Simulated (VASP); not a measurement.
# BiTe (Fm-3m) in VASP: settings compared, part 2 of 2

VASP 6.6.1. The steps go on from the part before.

### Step 4. Single point, LDA (volume scaled by 0.98)

The input, INCAR:

```
SYSTEM = BiTe
  PREC = Accurate
  ENCUT = 520
  EDIFF = 1E-6
  ISMEAR = -1
  SIGMA = 0.05
  LREAL = .False.
  LASPH = .True.
  NELM = 60
  ALGO = Normal
  ISIF = 2
  LWAVE = .False.
  LCHARG = .True.
  LELF = .True.
  LVHAR = .True.
  NBANDS = 18
```

The input, KPOINTS:

```
regular mesh
0
Gamma
  7 7 7
  0 0 0
```

The input, POSCAR:

```
BiTe
1.0
    0.0000000000      3.2132879364      3.2132879364
    3.2132879364      0.0000000000      3.2132879364
    3.2132879364      3.2132879364      0.0000000000
Bi Te
1 1
Direct
    0.0000000000      0.0000000000      0.0000000000
    0.5000000000      0.5000000000      0.5000000000
```

Potentials or basis: VASP PAW LDA potentials, release 64 (Bi_d, Te).

Command:

```
$ cat potpaw_LDA.64/Bi_d/POTCAR potpaw_LDA.64/Te/POTCAR > POTCAR
$ mpirun -np 1 vasp_std > vasp.out
```

OUTCAR:

```text
SYSTEM = BiTe
   PREC = Accurate
   ENCUT = 520
   EDIFF = 1E-6
   ISMEAR = -1
   LREAL = .False.
   LASPH = .True.
   NELM = 60
   ISIF = 2

 ion  position               nearest neighbor table
   1  0.000  0.000  0.000-   2 3.21   2 3.21   2 3.21   2 3.21   2 3.21   2 3.21
   2  0.500  0.500  0.500-   1 3.21   1 3.21   1 3.21   1 3.21   1 3.21   1 3.21

  LATTYP: Found a face centered cubic cell.
 ALAT       =     6.4265758728

  Lattice vectors:

 A1 = (   0.0000000000,   3.2132879364,   3.2132879364)
 A2 = (   3.2132879364,   0.0000000000,   3.2132879364)
 A3 = (   3.2132879364,   3.2132879364,   0.0000000000)

Analysis of symmetry for initial positions (statically):
=====================================================================
 Subroutine PRICEL returns:
 Original cell was already a primitive cell.

 Routine SETGRP: Setting up the symmetry group for a
 face centered cubic supercell.

 Subroutine GETGRP returns: Found 48 space group operations
 (whereof 48 operations were pure point group operations)
 out of a pool of 48 trial point group operations.

The static configuration has the point symmetry O_h .

Analysis of symmetry for dynamics (positions and initial velocities):
=====================================================================
 Subroutine PRICEL returns:
 Original cell was already a primitive cell.

 Routine SETGRP: Setting up the symmetry group for a
 face centered cubic supercell.

 Subroutine GETGRP returns: Found 48 space group operations
 (whereof 48 operations were pure point group operations)
 out of a pool of 48 trial point group operations.

The dynamic configuration has the point symmetry O_h .

 Subroutine INISYM returns: Found 48 space group operations
 (whereof 48 operations are pure point group operations),
 and found     1 'primitive' translations

----------------------------------------------------------------------------------------

                                     Primitive cell

  volume of cell :      66.3558

  direct lattice vectors                    reciprocal lattice vectors
     0.000000000  3.213287936  3.213287936    -0.155603858  0.155603858  0.155603858
     3.213287936  0.000000000  3.213287936     0.155603858 -0.155603858  0.155603858
     3.213287936  3.213287936  0.000000000     0.155603858  0.155603858 -0.155603858

  length of vectors
     4.544275379  4.544275379  4.544275379     0.269513788  0.269513788  0.269513788

  position of ions in fractional coordinates (direct lattice)
     0.000000000  0.000000000  0.000000000
     0.500000000  0.500000000  0.500000000

  ion indices of the primitive-cell ions
   primitive index   ion index
                 1           1
                 2           2

----------------------------------------------------------------------------------------

 KPOINTS: regular mesh

Automatic generation of k-mesh.
 Grid dimensions read from file:
 generate k-points for:    7    7    7

 Generating k-lattice:

  Cartesian coordinates                     Fractional coordinates (reciprocal lattice)
    -0.022229123  0.022229123  0.022229123     0.142857143  0.000000000  0.000000000
     0.022229123 -0.022229123  0.022229123     0.000000000  0.142857143  0.000000000
     0.022229123  0.022229123 -0.022229123     0.000000000  0.000000000  0.142857143

  Length of vectors
     0.038501970  0.038501970  0.038501970

  Shift w.r.t. Gamma in fractional coordinates (k-lattice)
     0.000000000  0.000000000  0.000000000

 Subroutine IBZKPT returns following result:
 ===========================================

 Found     20 irreducible k-points:

 Following reciprocal coordinates:
            Coordinates               Weight
  0.000000  0.000000  0.000000      1.000000
  0.142857  0.000000  0.000000      8.000000
  0.285714  0.000000  0.000000      8.000000
  0.428571  0.000000  0.000000      8.000000
  0.142857  0.142857  0.000000      6.000000
  0.285714  0.142857  0.000000     24.000000
[... 12 lines left out ...]
 -0.428571  0.428571  0.142857     24.000000
 -0.285714  0.428571  0.142857     24.000000
   k-points           NKPTS =     20   k-points in BZ     NKDIM =     20   number of bands    NBANDS=     18
   number of dos      NEDOS =    301   number of ions     NIONS =      2
   total plane-waves  NPLWV =  46656
   dimension x,y,z NGX =    36 NGY =   36 NGZ =   36
   dimension x,y,z NGXF=    72 NGYF=   72 NGZF=   72
   ions per type =               1   1
   NGX,Y,Z   is equivalent  to a cutoff of  13.17, 13.17, 13.17 a.u.
   NGXF,Y,Z  is equivalent  to a cutoff of  26.34, 26.34, 26.34 a.u.
 SYSTEM =  BiTe
   PREC   = accura    normal or accurate (medium, high low for compatibility)
   ISTART =      0    job   : 0-new  1-cont  2-samecut
   ICHARG =      2    charge: 1-file 2-atom 10-const
   ISPIN  =      1    spin polarized calculation?
   LNONCOLLINEAR =      F non collinear calculations
   LSORBIT =      F    spin-orbit coupling
   LASPH  =      T    aspherical Exc in radial PAW
   ENCUT  =  520.0 eV  38.22 Ry    6.18 a.u.   8.45  8.45  8.45*2*pi/ulx,y,z
   NELM   =     60;   NELMIN=  2; NELMDL= -5     # of ELM steps
   EDIFF  = 0.1E-05   stopping-criterion for ELM
   LREAL  =      F    real-space projection
   EDIFFG = 0.1E-04   stopping-criterion for IOM
   NSW    =      0    number of steps for IOM
   IBRION =     -1    ionic relax: 0-MD 1-quasi-New 2-CG
   NFREE  =      0    steps in history (QN), initial steepest desc. (CG)
   ISIF   =      2    stress and relaxation
   ISYM   =      2    0-nonsym 1-usesym 2-fastsym
   POTIM  = 0.5000    time-step for ionic-motion
   TEBEG  =    0.0;   TEEND  =   0.0 temperature during run
   PSTRESS=    0.0 pullay stress
   NELECT =      21.0000    total number of electrons
   NUPDOWN=      -1.0000    fix difference up-down
   EMIN   =  10.00;   EMAX   =-10.00  energy-range for DOS
   EFERMI =   0.00;   METHOD = LEGACY
   ISMEAR =    -1;   SIGMA  =   0.05  broadening in eV -4-tet -1-fermi 0-gaus
   EFERMI_NEDOS =   21; number of points for ismear=-14 and -15
   IALGO  =     38    algorithm
   IMIX   =      4    mixing-type and parameters
     AMIX     =   0.40;   BMIX     =  1.00
     AMIX_MAG =   1.60;   BMIX_MAG =  1.00
  volume/ion in A,a.u.               =      33.18       223.90
  Fermi-wavevector in a.u.,A,eV,Ry     =   1.115634  2.108242 16.934335  1.244639
  Thomas-Fermi vector in A             =   2.252240
   LORBIT       =      0    0 simple, 1 ext, 2 COOP (PROOUT), +10 PAW based schemes
   GGA     = CA    functional components
   LHFCALC =     F    Hartree Fock is set to
   AEXX    =    0.0000 exact exchange contribution
   IVDW    =     0    specifies the selected vdW correction
   LEPSILON=     F    determine dielectric tensor
   LRPA    =     F    only Hartree local field effects (RPA)
 non-spin polarized calculation
  energy-cutoff  :      520.00
  volume of cell :       66.36
 maximum number of plane-waves:      1808
 NGX is ok and might be reduce to    36
   NGX = 17   NGY = 17   NGZ = 17

 number of electron      21.0000004 magnetization

 Free energy of the ion-electron system (eV)
  ---------------------------------------------------
  ext. energy  EPLUGINS =         0.00000000
  ---------------------------------------------------
  free energy    TOTEN  =        -8.49018209 eV

  energy without entropy =       -8.46850709  energy(sigma->0) =       -8.47934459

 E-fermi :   6.7086     XC(G=0):  -9.7625

 val. band max:        6.7001154113   @ k =  -0.4286   0.1429   0.0000
 cond. band min:       6.7093964578   @ k =  -0.4286   0.1429   0.0000
 fundamental gap:      0.0092810465
 Fermi energy:         6.7086384590

 k-point     1 :       0.0000    0.0000    0.0000
  band No.  band energies     occupation
      1     -16.3969      2.00000
      2     -16.3969      2.00000
      3     -16.3889      2.00000
      4     -16.3889      2.00000
      5     -16.3889      2.00000
      6      -6.9840      2.00000
[... 10 lines left out ...]
     17      12.8449      0.00000
     18      13.1309      0.00000
[... 379 lines left out ...]
 k-point    20 :      -0.2857    0.4286    0.1429
  band No.  band energies     occupation
      1     -16.4075      2.00000
      2     -16.3968      2.00000
      3     -16.3865      2.00000
      4     -16.3834      2.00000
      5     -16.3779      2.00000
      6      -4.6577      2.00000
[... 10 lines left out ...]
     17      16.1538      0.00000
     18      17.0145      0.00000

------------------------ aborting loop because EDIFF is reached ----------------------------------------

  FORCE on cell =-STRESS in cart. coord.  units (eV):
  Direction    XX          YY          ZZ          XY          YZ          ZX
  --------------------------------------------------------------------------------------
  -------------------------------------------------------------------------------------
  Total       -0.6917546     -0.6917546     -0.6917546      0.0000000      0.0000000      0.0000000
  in kB      -16.7025860    -16.7025860    -16.7025860      0.0000000      0.0000000      0.0000000
  external PRESSURE =     -16.7025860 kB  Pullay stress =       0.0000000 kB

 VOLUME and BASIS-vectors are now :
 -----------------------------------------------------------------------------
  energy-cutoff  :      520.00
  volume of cell :       66.36
      direct lattice vectors                 reciprocal lattice vectors
     0.000000000  3.213287936  3.213287936    -0.155603858  0.155603858  0.155603858
     3.213287936  0.000000000  3.213287936     0.155603858 -0.155603858  0.155603858
     3.213287936  3.213287936  0.000000000     0.155603858  0.155603858 -0.155603858

 POSITION                                       TOTAL-FORCE (eV/Angst)
 -----------------------------------------------------------------------------------
      0.00000      0.00000      0.00000        -0.000000      0.000000     -0.000000
      3.21329      3.21329      3.21329         0.000000      0.000000      0.000000
 -----------------------------------------------------------------------------------
    total drift:                               -0.000000      0.000000      0.000000

  FREE ENERGIE OF THE ION-ELECTRON SYSTEM (eV)
  ---------------------------------------------------
  free  energy   TOTEN  =        -8.4901820900 eV

  energy  without entropy=       -8.4685070909  energy(sigma->0) =       -8.47934459
```

It took 39 s on 1 thread of Intel Xeon 8259CL, shared host; peak memory 0.18 GiB.

What came out:

| Quantity | Value |
| --- | --- |
| Free energy | -8.4902 eV |
| Pressure | -1.7 GPa |

Caveat: spin-orbit coupling is left out, which moves the levels of the heavy elements.

### Step 5. Overview

```tsv
level	potentials or basis	cell	gap on the mesh (eV)	pressure (GPa)
PBEsol	VASP PAW PBE potentials, release 64 (Bi_d, Te)	a = 4.482 Å, angles 60.0°, 2 atoms	none	1.7
LDA	VASP PAW LDA potentials, release 64 (Bi_d, Te)	a = 4.513 Å, angles 60.0°, 2 atoms	none	-0.6
LDA	VASP PAW LDA potentials, release 64 (Bi_d, Te)	a = 4.544 Å, angles 60.0°, 2 atoms	none	-1.7
```

Alike in all rows: task single point; no spin polarisation; k mesh 7 × 7 × 7; cutoff (eV) 520; smearing fermi-dirac 0.05 eV.

Caveats: spin-orbit coupling is left out, which moves the levels of the heavy elements; the PAW data sets were made with another functional, which shifts forces and pressure a little (some runs).

Absolute energies hang on the potentials; compare differences alone.
